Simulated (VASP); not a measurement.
# Cd4Se3S (P-43m) in VASP: relaxation of cell and atoms with PBE

Aim: the relaxation of cell and atoms of Cd4Se3S with PBE.

All numbers are computed with VASP 6.6.1; they aren't measurements. Logs are shortened: lines on timing, memory, paths and dates and some standing lists are left out, and cuts for length are marked.

### 1 The cell of the first run

Symmetry: P-43m, No. 215, cubic system. The conventional cell has a = 6.128 Å, b = 6.128 Å, c = 6.128 Å, α = 90.00°, β = 90.00°, γ = 90.00°. Cd (site symmetry 3m) has 1 S at 2.59 Å and 3 Se at 2.68 Å within 3.4 Å. Within 3.5 Å of Se (site symmetry -42m) lie 4 Cd at 2.68 Å. Within 3.4 Å of S (site symmetry -43m) lie 4 Cd at 2.59 Å.

### 2 Relaxation of cell and atoms, PBE

INCAR

```
SYSTEM = Cd4Se3S
  PREC = Accurate
  ENCUT = 600
  EDIFF = 1E-6
  ISMEAR = 0
  SIGMA = 0.02
  LREAL = .False.
  LASPH = .True.
  NELM = 80
  ALGO = Normal
  ISIF = 3
  LWAVE = .False.
  LCHARG = .False.
  GGA = PE
  IBRION = 2
  NSW = 100
  EDIFFG = -0.01
```

KPOINTS

```
regular mesh
0
Gamma
  6 6 6
  0 0 0
```

POSCAR

```
Cd4Se3S
1.0
    6.1279354000      0.0000000000      0.0000000000
    0.0000000000      6.1279354000      0.0000000000
    0.0000000000      0.0000000000      6.1279354000
Cd Se S
4 3 1
Direct
    0.7560960000      0.7560960000      0.2439040000
    0.7560960000      0.2439040000      0.7560960000
    0.2439040000      0.7560960000      0.7560960000
    0.2439040000      0.2439040000      0.2439040000
    0.0000000000      0.5000000000      0.5000000000
    0.5000000000      0.0000000000      0.5000000000
    0.5000000000      0.5000000000      0.0000000000
    0.0000000000      0.0000000000      0.0000000000
```

Potentials or basis: VASP PAW PBE potentials, release 64 (Cd, Se, S).

On the command line:

```
cat potpaw_PBE.64/Cd/POTCAR potpaw_PBE.64/Se/POTCAR potpaw_PBE.64/S/POTCAR > POTCAR
mpirun -np 1 vasp_std > vasp.out
```

OUTCAR:

```text
SYSTEM = Cd4Se3S
   PREC = Accurate
   ENCUT = 600
   EDIFF = 1E-6
   ISMEAR = 0
   LREAL = .False.
   LASPH = .True.
   NELM = 80
   ISIF = 3
   GGA = PE
   IBRION = 2
   NSW = 100
   EDIFFG = -0.01

 ion  position               nearest neighbor table
   1  0.756  0.756  0.244-   8 2.59   6 2.68   7 2.68   5 2.68
   2  0.756  0.244  0.756-   8 2.59   6 2.68   7 2.68   5 2.68
   3  0.244  0.756  0.756-   8 2.59   6 2.68   7 2.68   5 2.68
   4  0.244  0.244  0.244-   8 2.59   6 2.68   7 2.68   5 2.68
   5  0.000  0.500  0.500-   1 2.68   2 2.68   3 2.68   4 2.68
   6  0.500  0.000  0.500-   1 2.68   2 2.68   3 2.68   4 2.68
   7  0.500  0.500  0.000-   1 2.68   2 2.68   3 2.68   4 2.68
   8  0.000  0.000  0.000-   1 2.59   2 2.59   3 2.59   4 2.59

  LATTYP: Found a simple cubic cell.
 ALAT       =     6.1279354000

  Lattice vectors:

 A1 = (   6.1279354000,   0.0000000000,   0.0000000000)
 A2 = (   0.0000000000,   6.1279354000,   0.0000000000)
 A3 = (   0.0000000000,   0.0000000000,   6.1279354000)

Analysis of symmetry for initial positions (statically):
=====================================================================
 Subroutine PRICEL returns:
 Original cell was already a primitive cell.

 Routine SETGRP: Setting up the symmetry group for a
 simple cubic supercell.

 Subroutine GETGRP returns: Found 24 space group operations
 (whereof 24 operations were pure point group operations)
 out of a pool of 48 trial point group operations.

The static configuration has the point symmetry T_d .

Analysis of symmetry for dynamics (positions and initial velocities):
=====================================================================
 Subroutine PRICEL returns:
 Original cell was already a primitive cell.

 Routine SETGRP: Setting up the symmetry group for a
 simple cubic supercell.

 Subroutine GETGRP returns: Found 24 space group operations
 (whereof 24 operations were pure point group operations)
 out of a pool of 48 trial point group operations.

The dynamic configuration has the point symmetry T_d .

 Subroutine INISYM returns: Found 24 space group operations
 (whereof 24 operations are pure point group operations),
 and found     1 'primitive' translations

----------------------------------------------------------------------------------------

                                     Primitive cell

  volume of cell :     230.1137

  direct lattice vectors                    reciprocal lattice vectors
     6.127935400  0.000000000  0.000000000     0.163187099  0.000000000  0.000000000
     0.000000000  6.127935400  0.000000000     0.000000000  0.163187099  0.000000000
     0.000000000  0.000000000  6.127935400     0.000000000  0.000000000  0.163187099

  length of vectors
     6.127935400  6.127935400  6.127935400     0.163187099  0.163187099  0.163187099

  position of ions in fractional coordinates (direct lattice)
     0.756096000  0.756096000  0.243904000
     0.756096000  0.243904000  0.756096000
     0.243904000  0.756096000  0.756096000
     0.243904000  0.243904000  0.243904000
     0.000000000  0.500000000  0.500000000
     0.500000000  0.000000000  0.500000000
     0.500000000  0.500000000  0.000000000
     0.000000000  0.000000000  0.000000000

  ion indices of the primitive-cell ions
   primitive index   ion index
                 1           1
                 2           2
                 3           3
                 4           4
                 5           5
                 6           6
                 7           7
                 8           8

----------------------------------------------------------------------------------------

 KPOINTS: regular mesh

Automatic generation of k-mesh.
 Grid dimensions read from file:
 generate k-points for:    6    6    6

 Generating k-lattice:

  Cartesian coordinates                     Fractional coordinates (reciprocal lattice)
     0.027197850  0.000000000  0.000000000     0.166666667  0.000000000  0.000000000
     0.000000000  0.027197850  0.000000000     0.000000000  0.166666667  0.000000000
     0.000000000  0.000000000  0.027197850     0.000000000  0.000000000  0.166666667

  Length of vectors
     0.027197850  0.027197850  0.027197850

  Shift w.r.t. Gamma in fractional coordinates (k-lattice)
     0.000000000  0.000000000  0.000000000

 Subroutine IBZKPT returns following result:
 ===========================================

 Found     20 irreducible k-points:

 Following reciprocal coordinates:
            Coordinates               Weight
  0.000000  0.000000  0.000000      1.000000
  0.166667  0.000000  0.000000      6.000000
  0.333333  0.000000  0.000000      6.000000
  0.500000  0.000000  0.000000      3.000000
  0.166667  0.166667  0.000000     12.000000
  0.333333  0.166667  0.000000     24.000000
[... 12 lines left out ...]
  0.500000  0.500000  0.333333      6.000000
  0.500000  0.500000  0.500000      1.000000
   k-points           NKPTS =     20   k-points in BZ     NKDIM =     20   number of bands    NBANDS=     43
   number of dos      NEDOS =    301   number of ions     NIONS =      8
   total plane-waves  NPLWV = 125000
   dimension x,y,z NGX =    50 NGY =   50 NGZ =   50
   dimension x,y,z NGXF=   100 NGYF=  100 NGZF=  100
   ions per type =               4   3   1
   NGX,Y,Z   is equivalent  to a cutoff of  13.56, 13.56, 13.56 a.u.
   NGXF,Y,Z  is equivalent  to a cutoff of  27.13, 27.13, 27.13 a.u.
 SYSTEM =  Cd4Se3S
   PREC   = accura    normal or accurate (medium, high low for compatibility)
   ISTART =      0    job   : 0-new  1-cont  2-samecut
   ICHARG =      2    charge: 1-file 2-atom 10-const
   ISPIN  =      1    spin polarized calculation?
   LNONCOLLINEAR =      F non collinear calculations
   LSORBIT =      F    spin-orbit coupling
   LASPH  =      T    aspherical Exc in radial PAW
   ENCUT  =  600.0 eV  44.10 Ry    6.64 a.u.  12.24 12.24 12.24*2*pi/ulx,y,z
   NELM   =     80;   NELMIN=  2; NELMDL= -5     # of ELM steps
   EDIFF  = 0.1E-05   stopping-criterion for ELM
   LREAL  =      F    real-space projection
   EDIFFG = -.1E-01   stopping-criterion for IOM
   NSW    =    100    number of steps for IOM
   IBRION =      2    ionic relax: 0-MD 1-quasi-New 2-CG
   NFREE  =      1    steps in history (QN), initial steepest desc. (CG)
   ISIF   =      3    stress and relaxation
   ISYM   =      2    0-nonsym 1-usesym 2-fastsym
   POTIM  = 0.5000    time-step for ionic-motion
   TEBEG  =    0.0;   TEEND  =   0.0 temperature during run
   PSTRESS=    0.0 pullay stress
   NELECT =      72.0000    total number of electrons
   NUPDOWN=      -1.0000    fix difference up-down
   EMIN   =  10.00;   EMAX   =-10.00  energy-range for DOS
   EFERMI =   0.00;   METHOD = LEGACY
   ISMEAR =     0;   SIGMA  =   0.02  broadening in eV -4-tet -1-fermi 0-gaus
   EFERMI_NEDOS =   21; number of points for ismear=-14 and -15
   IALGO  =     38    algorithm
   IMIX   =      4    mixing-type and parameters
     AMIX     =   0.40;   BMIX     =  1.00
     AMIX_MAG =   1.60;   BMIX_MAG =  1.00
  volume/ion in A,a.u.               =      28.76       194.11
  Fermi-wavevector in a.u.,A,eV,Ry     =   1.111403  2.100247 16.806136  1.235216
  Thomas-Fermi vector in A             =   2.247965
   LORBIT       =      0    0 simple, 1 ext, 2 COOP (PROOUT), +10 PAW based schemes
   GGA     = PE    functional components
   LHFCALC =     F    Hartree Fock is set to
   AEXX    =    0.0000 exact exchange contribution
   IVDW    =     0    specifies the selected vdW correction
   LEPSILON=     F    determine dielectric tensor
   LRPA    =     F    only Hartree local field effects (RPA)
 conjugate gradient relaxation of ions
 non-spin polarized calculation
 Gauss-broadening in eV      SIGMA  =   0.02
  energy-cutoff  :      600.00
  volume of cell :      230.11
 maximum number of plane-waves:      7712
 NGX is ok and might be reduce to    50
   NGX = 25   NGY = 25   NGZ = 25

--------------------------------------- Ionic step        1  -------------------------------------------

 number of electron      71.9999991 magnetization

 Free energy of the ion-electron system (eV)
  ---------------------------------------------------
  ext. energy  EPLUGINS =         0.00000000
  ---------------------------------------------------
  free energy    TOTEN  =       -22.61122321 eV

  energy without entropy =      -22.61122321  energy(sigma->0) =      -22.61122321

------------------------ aborting loop because EDIFF is reached ----------------------------------------

  FORCE on cell =-STRESS in cart. coord.  units (eV):
  Direction    XX          YY          ZZ          XY          YZ          ZX
  --------------------------------------------------------------------------------------
  -------------------------------------------------------------------------------------
  Total        0.3218075      0.3218075      0.3218075      0.0000000      0.0000000      0.0000000
  in kB        2.2405994      2.2405994      2.2405994      0.0000000      0.0000000      0.0000000
  external PRESSURE =       2.2405994 kB  Pullay stress =       0.0000000 kB
[... 69 lines left out ...]
  energy  without entropy=      -22.6119000726  energy(sigma->0) =      -22.61190007

--------------------------------------- Ionic step        3  -------------------------------------------

 number of electron      71.9999987 magnetization

 Free energy of the ion-electron system (eV)
  ---------------------------------------------------
  ext. energy  EPLUGINS =         0.00000000
  ---------------------------------------------------
  free energy    TOTEN  =       -22.61194643 eV

  energy without entropy =      -22.61194643  energy(sigma->0) =      -22.61194643

 E-fermi :   0.6836     XC(G=0):  -8.6894

 val. band max:        0.5925411494   @ k =   0.0000   0.0000   0.0000
 cond. band min:       1.1833966697   @ k =   0.0000   0.0000   0.0000
 fundamental gap:      0.5908555203
 Fermi energy:         0.6836438084

 k-point     1 :       0.0000    0.0000    0.0000
  band No.  band energies     occupation
      1     -11.6450      2.00000
      2     -11.2135      2.00000
      3     -11.2135      2.00000
      4     -11.1752      2.00000
      5      -7.1292      2.00000
      6      -7.1292      2.00000
[... 944 lines left out ...]
  FREE ENERGIE OF THE ION-ELECTRON SYSTEM (eV)
  ---------------------------------------------------
  free  energy   TOTEN  =       -22.6119464317 eV

  energy  without entropy=      -22.6119464317  energy(sigma->0) =      -22.61194643

 reached required accuracy - stopping structural energy minimisation
```

It took 8.4 min on 1 thread of Intel Xeon Platinum 8259CL at 2.50GHz (Skylake/Cascade Lake), shared host; peak memory 0.49 GiB.

What came out:

```
Free energy                            : -22.6119 eV
Relaxed volume                         : 28.90 Å³/atom
Relaxed cell                           : a = 6.137 Å, b = 6.137 Å, c = 6.137 Å, α = 90.00°, β = 90.00°, γ = 90.00°
Space group after relaxing (to 0.05 Å) : P-43m (No. 215)
Energy gained by relaxing              : 0.1 meV/atom
Ionic steps                            : 3
Pressure after relaxing                : 0.0 GPa
Band gap on the k mesh                 : 0.59 eV, direct
```

Forces in eV/Å, atoms in the order of the input:
```
Cd  -0.001 -0.001  0.001
Cd  -0.001  0.001 -0.001
Cd   0.001 -0.001 -0.001
Cd   0.001  0.001  0.001
Se   0.000  0.000  0.000
Se   0.000  0.000  0.000
Se   0.000  0.000  0.000
S    0.000  0.000  0.000
```

The path:
```tsv
step	energy change (eV)	largest force (eV/Å)	pressure (GPa)	volume (Å³)
1	0.0000	0.0016	0.22	230.11
2	-0.0007	0.0027	-0.06	231.46
3	-0.0007	0.0025	0.01	231.17
```

Final structure:
```xyz
8
Lattice="6.1373 0.0000 0.0000 0.0000 6.1373 0.0000 0.0000 0.0000 6.1373" Properties=species:S:1:pos:R:3 pbc="T T T"
Cd    4.6404    4.6404    1.4969
Cd    4.6404    1.4969    4.6404
Cd    1.4969    4.6404    4.6404
Cd    1.4969    1.4969    1.4969
Se    0.0000    3.0687    3.0687
Se    3.0687    0.0000    3.0687
Se    3.0687    3.0687    0.0000
S     0.0000    0.0000    0.0000
```

As with any semilocal functional, this PBE gap is likely too small.
